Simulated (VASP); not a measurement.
# Na (Im-3m) in VASP: further runs

Runs on Na. Level: PBEsol. Tasks: single point, relaxation of volume and atoms at fixed shape.

Program: VASP 6.6.1. These are calculated values, not measurements. Logs are shortened: lines on timing, memory, paths and dates and some standing lists are left out, and cuts for length are marked.

**1. The cell of the first run**

The structure is cubic, space group Im-3m (No. 229). The conventional cell has a = 4.169 Å, b = 4.169 Å, c = 4.169 Å, α = 90.00°, β = 90.00°, γ = 90.00°. Na (site symmetry m-3m) has 14 Na at 3.61 to 4.17 Å within 4.7 Å.

**2. Single point, PBEsol**

The input, INCAR:

```
  PREC = Accurate
  ENCUT = 520
  EDIFF = 1E-6
  ISMEAR = 1
  SIGMA = 0.05
  LREAL = F
  LASPH = T
  NELM = 80
  ALGO = Normal
  ISIF = 2
  LWAVE = F
  LCHARG = F
  GGA = PS
  NBANDS = 10
```

The input, KPOINTS:

```
regular mesh
0
Gamma
  7 7 7
```

The input, POSCAR:

```
Na
1.0
   -2.0847005395      2.0847005395      2.0847005395
    2.0847005395     -2.0847005395      2.0847005395
    2.0847005395      2.0847005395     -2.0847005395
Na
1
Direct
    0.0000000000      0.0000000000      0.0000000000
```

Potentials or basis: VASP PAW PBE potentials, release 64 (Na_pv).

On the command line:

```console
$ cat potpaw_PBE.64/Na_pv/POTCAR > POTCAR
$ mpirun -np 1 vasp_std > vasp.out
```

OUTCAR:

```text
PREC = Accurate
   ENCUT = 520
   EDIFF = 1E-6
   ISMEAR = 1
   LREAL = F
   LASPH = T
   NELM = 80
   ISIF = 2
   GGA = PS

 ion  position               nearest neighbor table
   1  0.000  0.000  0.000-

  LATTYP: Found a body centered cubic cell.
 ALAT       =     4.1694010790

  Lattice vectors:

 A1 = (  -2.0847005395,   2.0847005395,   2.0847005395)
 A2 = (   2.0847005395,  -2.0847005395,   2.0847005395)
 A3 = (   2.0847005395,   2.0847005395,  -2.0847005395)

Analysis of symmetry for initial positions (statically):
=====================================================================
 Subroutine PRICEL returns:
 Original cell was already a primitive cell.

 Routine SETGRP: Setting up the symmetry group for a
 body centered cubic supercell.

 Subroutine GETGRP returns: Found 48 space group operations
 (whereof 48 operations were pure point group operations)
 out of a pool of 48 trial point group operations.

The static configuration has the point symmetry O_h .

Analysis of symmetry for dynamics (positions and initial velocities):
=====================================================================
 Subroutine PRICEL returns:
 Original cell was already a primitive cell.

 Routine SETGRP: Setting up the symmetry group for a
 body centered cubic supercell.

 Subroutine GETGRP returns: Found 48 space group operations
 (whereof 48 operations were pure point group operations)
 out of a pool of 48 trial point group operations.

The dynamic configuration has the point symmetry O_h .

 Subroutine INISYM returns: Found 48 space group operations
 (whereof 48 operations are pure point group operations),
 and found     1 'primitive' translations

----------------------------------------------------------------------------------------

                                     Primitive cell

  volume of cell :      36.2402

  direct lattice vectors                    reciprocal lattice vectors
    -2.084700540  2.084700540  2.084700540     0.000000000  0.239842601  0.239842601
     2.084700540 -2.084700540  2.084700540     0.239842601  0.000000000  0.239842601
     2.084700540  2.084700540 -2.084700540     0.239842601  0.239842601  0.000000000

  length of vectors
     3.610807253  3.610807253  3.610807253     0.339188659  0.339188659  0.339188659

  position of ions in fractional coordinates (direct lattice)
     0.000000000  0.000000000  0.000000000

  ion indices of the primitive-cell ions
[... 73 lines left out ...]
   IBRION =     -1    ionic relax: 0-MD 1-quasi-New 2-CG
   NFREE  =      0    steps in history (QN), initial steepest desc. (CG)
   ISIF   =      2    stress and relaxation
   ISYM   =      2    0-nonsym 1-usesym 2-fastsym
   POTIM  = 0.5000    time-step for ionic-motion
   TEBEG  =    0.0;   TEEND  =   0.0 temperature during run
   PSTRESS=    0.0 pullay stress
   NELECT =       7.0000    total number of electrons
   NUPDOWN=      -1.0000    fix difference up-down
   EMIN   =  10.00;   EMAX   =-10.00  energy-range for DOS
   EFERMI =   0.00;   METHOD = LEGACY
   ISMEAR =     1;   SIGMA  =   0.05  broadening in eV -4-tet -1-fermi 0-gaus
   EFERMI_NEDOS =   21; number of points for ismear=-14 and -15
   IALGO  =     38    algorithm
   IMIX   =      4    mixing-type and parameters
     AMIX     =   0.40;   BMIX     =  1.00
     AMIX_MAG =   1.60;   BMIX_MAG =  1.00
  volume/ion in A,a.u.               =      36.24       244.56
  Fermi-wavevector in a.u.,A,eV,Ry     =   0.946333  1.788309 12.184637  0.895546
  Thomas-Fermi vector in A             =   2.074320
   LORBIT       =      0    0 simple, 1 ext, 2 COOP (PROOUT), +10 PAW based schemes
   GGA     = PS    functional components
   LHFCALC =     F    Hartree Fock is set to
   AEXX    =    0.0000 exact exchange contribution
   IVDW    =     0    specifies the selected vdW correction
   LEPSILON=     F    determine dielectric tensor
   LRPA    =     F    only Hartree local field effects (RPA)
 non-spin polarized calculation
 Methfessel and Paxton  Order N= 1 SIGMA  =   0.05
  energy-cutoff  :      520.00
  volume of cell :       36.24
 maximum number of plane-waves:       989
   NGX = 13   NGY = 13   NGZ = 13

 number of electron       6.9999995 magnetization

 Free energy of the ion-electron system (eV)
  ---------------------------------------------------
  ext. energy  EPLUGINS =         0.00000000
  ---------------------------------------------------
  free energy    TOTEN  =        -1.39937161 eV

  energy without entropy =       -1.39868415  energy(sigma->0) =       -1.39914246

 E-fermi :   0.2539     XC(G=0):  -6.5612

 val. band max:        0.2321954585   @ k =  -0.2857   0.4286   0.1429
 cond. band min:       0.5693558525   @ k =  -0.4286   0.4286   0.1429
 fundamental gap:      0.3371603941
 Fermi energy:         0.2539225608

 k-point     1 :       0.0000    0.0000    0.0000
  band No.  band energies     occupation
      1     -24.3970      2.00000
      2     -24.3970      2.00000
      3     -24.3970      2.00000
      4      -2.9555      2.00000
      5      12.2503      0.00000
      6      12.2504      0.00000
      7      12.2504      0.00000
      8      13.2687      0.00000
      9      13.2687      0.00000
     10      13.8204      0.00000
[... 235 lines left out ...]
 k-point    20 :      -0.4286    0.4286    0.4286
  band No.  band energies     occupation
      1     -24.4250      2.00000
      2     -24.4238      2.00000
      3     -24.4238      2.00000
      4       3.2061      0.00000
      5       5.0981      0.00000
      6       5.4881      0.00000
      7       5.4881      0.00000
      8       6.6706      0.00000
      9       9.1710      0.00000
     10      18.4642      0.00000

------------------------ aborting loop because EDIFF is reached ----------------------------------------

  FORCE on cell =-STRESS in cart. coord.  units (eV):
  Direction    XX          YY          ZZ          XY          YZ          ZX
  --------------------------------------------------------------------------------------
  -------------------------------------------------------------------------------------
  Total       -0.0033626     -0.0033626     -0.0033626     -0.0000000     -0.0000000      0.0000000
  in kB       -0.1486592     -0.1486592     -0.1486592     -0.0000000     -0.0000000      0.0000000
  external PRESSURE =      -0.1486592 kB  Pullay stress =       0.0000000 kB

 VOLUME and BASIS-vectors are now :
 -----------------------------------------------------------------------------
  energy-cutoff  :      520.00
  volume of cell :       36.24
      direct lattice vectors                 reciprocal lattice vectors
    -2.084700540  2.084700540  2.084700540     0.000000000  0.239842601  0.239842601
     2.084700540 -2.084700540  2.084700540     0.239842601  0.000000000  0.239842601
     2.084700540  2.084700540 -2.084700540     0.239842601  0.239842601  0.000000000

 POSITION                                       TOTAL-FORCE (eV/Angst)
 -----------------------------------------------------------------------------------
      0.00000      0.00000      0.00000         0.000000     -0.000000      0.000000
 -----------------------------------------------------------------------------------
    total drift:                               -0.000000     -0.000000     -0.000000

  FREE ENERGIE OF THE ION-ELECTRON SYSTEM (eV)
  ---------------------------------------------------
  free  energy   TOTEN  =        -1.3993716104 eV

  energy  without entropy=       -1.3986841506  energy(sigma->0) =       -1.39914246
```

OSZICAR:

```text
N       E                     dE             d eps       ncg     rms          rms(c)
DAV:   1     0.265865809265E+02    0.26587E+02   -0.39356E+03   402   0.617E+02
DAV:   2    -0.723971585779E+00   -0.27311E+02   -0.27204E+02   408   0.144E+02
DAV:   3    -0.139602493196E+01   -0.67205E+00   -0.67136E+00   488   0.242E+01
DAV:   4    -0.140157603840E+01   -0.55511E-02   -0.55508E-02   490   0.213E+00
DAV:   5    -0.140164718831E+01   -0.71150E-04   -0.71150E-04   458   0.238E-01    0.239E-01
DAV:   6    -0.139992689225E+01    0.17203E-02   -0.28043E-03   478   0.775E-01    0.144E-01
DAV:   7    -0.139942433483E+01    0.50256E-03   -0.24828E-03   444   0.651E-01    0.455E-02
DAV:   8    -0.139937139871E+01    0.52936E-04   -0.19700E-04   460   0.244E-01    0.201E-03
DAV:   9    -0.139937161039E+01   -0.21168E-06   -0.72037E-07   328   0.938E-03
   1 F= -.13993716E+01 E0= -.13991425E+01  d E =-.687460E-03
```

stdout:

```text
POSCAR found type information on POSCAR Na
 POSCAR found :  1 types and       1 ions
 scaLAPACK will be used
 -----------------------------------------------------------------------------
|                                                                             |
|                                                                             |
|     You enforced a specific xc type in the INCAR file but a different       |
|     I HOPE YOU KNOW WHAT YOU ARE DOING!                                     |
|                                                                             |
 -----------------------------------------------------------------------------

 LDA part: xc-table for (Slater+PW92), standard interpolation
 POSCAR, INCAR and KPOINTS ok, starting setup
 FFT: planning ... GRIDC
 FFT: planning ... GRID_SOFT
 FFT: planning ... GRID
 WAVECAR not read
 entering main loop
```

It took 6.8 s on 1 thread of Intel Xeon 8259CL, shared host; peak memory 0.14 GiB.

What came out:

```
Free energy : -1.3994 eV
Pressure    : 0.0 GPa
```

Levels at points of the mesh, in eV from the Fermi level:
```csv
k point,band 1,band 2,band 3,band 4,band 5,band 6,band 7,band 8
"(0.00, 0.00, 0.00)",-24.65,-24.65,-24.65,-3.21,12.00,12.00,12.00,13.01
```

Caveat: the PAW data sets were made with another functional, which shifts forces and pressure a little.

**3. Relaxation of volume and atoms at fixed shape, PBEsol**

This run uses another cell than the first one, of 39.26 Å³/atom, 1.083 times its volume.

The input, INCAR:

```
PREC = Accurate
ENCUT = 600
EDIFF = 1E-7
ISMEAR = 1
SIGMA = 0.05
LREAL = F
LASPH = T
NELM = 100
ALGO = Normal
ISIF = 8
LWAVE = F
LCHARG = F
GGA = PS
IBRION = 2
NSW = 60
EDIFFG = -0.03
```

KPOINTS is that of step 2.

The input, POSCAR:

```
Na
1.0
   -2.1410000000      2.1410000000      2.1410000000
    2.1410000000     -2.1410000000      2.1410000000
    2.1410000000      2.1410000000     -2.1410000000
Na
1
Direct
    0.0000000000      0.0000000000      0.0000000000
```

Potentials or basis: VASP PAW PBE potentials, release 64 (Na_pv).

On the command line:

```console
$ cat potpaw_PBE.64/Na_pv/POTCAR > POTCAR
$ mpirun -np 1 vasp_std > vasp.out
```

It took 15 s on 1 thread of Intel Xeon 8259CL, shared host; peak memory 0.16 GiB.

It converged, with:

* Free energy: -1.3997 eV
* Relaxed volume: 36.28 Å³/atom
* Relaxed cell: a = 3.612 Å, b = 3.612 Å, c = 3.612 Å, α = 109.47°, β = 109.47°, γ = 109.47°
* Space group after relaxing (to 0.05 Å): Im-3m (No. 229)
* Energy gained by relaxing: 5.6 meV/atom
* Ionic steps: 3
* Pressure after relaxing: 0.0 GPa

Step by step:
| step | energy change (eV) | largest force (eV/Å) | pressure (GPa) | volume (Å³) |
| --- | --- | --- | --- | --- |
| 1 | 0.0000 | 0.0000 | -0.55 | 39.26 |
| 2 | -0.0023 | 0.0000 | -0.44 | 38.50 |
| 3 | -0.0056 | 0.0000 | -0.04 | 36.28 |

Final structure:
```xyz
1
Lattice="-2.0856 2.0856 2.0856 2.0856 -2.0856 2.0856 2.0856 2.0856 -2.0856" Properties=species:S:1:pos:R:3 pbc="T T T"
Na    0.0000    0.0000    0.0000
```

Levels at points of the mesh, in eV from the Fermi level:
```csv
k point,band 1,band 2,band 3,band 4,band 5,band 6,band 7
"(0.00, 0.00, 0.00)",-24.65,-24.65,-24.65,-3.21,11.99,11.99,11.99
```

Caveat: the PAW data sets were made with another functional, which shifts forces and pressure a little.
